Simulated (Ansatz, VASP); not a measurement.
**One calculation of Au, two programs**

POSCAR

```
Au
1.0
   -1.5744055500      1.5744055500      1.6987007250
    1.5744055500     -1.5744055500      1.6987007250
    1.5744055500      1.5744055500     -1.6987007250
Au
1
Direct
    0.0000000000      0.0000000000      0.0000000000
```

The input INCAR.step1:

```
  ALGO = Normal
  EDIFF = 1E-4
  ENCUT = 520
  GGA = PE
  ISMEAR = 0
  LASPH = True
  LCHARG = False
  LREAL = False
  LWAVE = True
  NBANDS = 12
  NELM = 100
  PREC = Accurate
  SIGMA = 0.15
```

INCAR.step2

```
  ALGO = Normal
  EDIFF = 1E-6
  ENCUT = 520
  ISIF = 2
  ISMEAR = 0
  ISTART = 1
  LASPH = True
  LCHARG = False
  LMIXTAU = True
  LREAL = False
  LWAVE = False
  METAGGA = R2SCAN
  NBANDS = 12
  NELM = 100
  PREC = Accurate
  SIGMA = 0.15
```

The input KPOINTS:

```
k-points
0
Gamma
  20 20 20
```

Input for Ansatz:

```yaml
crystal:
  lattice:
    - [-1.57440555, 1.57440555, 1.698700725]
    - [1.57440555, -1.57440555, 1.698700725]
    - [1.57440555, 1.57440555, -1.698700725]
  atoms:
    - { symbol: Au, position: [0.0, 0.0, 0.0] }
basis:
  ecutwfc: 500
kpoints:
  mp_grid: { grid: [20, 20, 20] }
hamiltonian:
  xc: r2scan
scf:
  occupations: { method: gaussian, width: 0.15 }
output:
  forces: true
  stress: true
  eigenvalues: true
```

Change from the starting cell: strain -0.050 along x and y, +0.025 along z, atoms carried along.

Alike in both runs: task single point; functional r2SCAN; k mesh 20 × 20 × 20; occupations gaussian, width 0.15 eV; no spin polarisation.

```csv
,VASP,Ansatz
version,VASP 6.6.1,Ansatz 0.2.0
potentials or method,"VASP PAW PBE potentials, release 64 (Au), cutoff 520 eV","scalar-relativistic, plane waves, PAW"
valence electrons in the cell,11,19
```

Ansatz gave:

```
gap on the k mesh at the Fermi level (eV)                     : none
pressure (GPa)                                                : 7.5
traceless stress, the component that is largest in VASP (GPa) : 0.35
```

Task: Estimate VASP's values.

Result: gap on the k mesh at the Fermi level (eV): none; pressure (GPa): 7.8; traceless stress, the component that is largest in VASP (GPa): 0.37.

VASP's potentials were made for PBE, not for r2SCAN. A gap of «none» marks a metal or a gap that the smearing closes. The functional is the same, so the differences come from potentials, cutoffs and numerics. VASP's potentials hold 11 valence electrons a cell and Ansatz's 19, so a difference there can come from the potentials and not from the codes.

Neither program's run includes spin-orbit coupling.
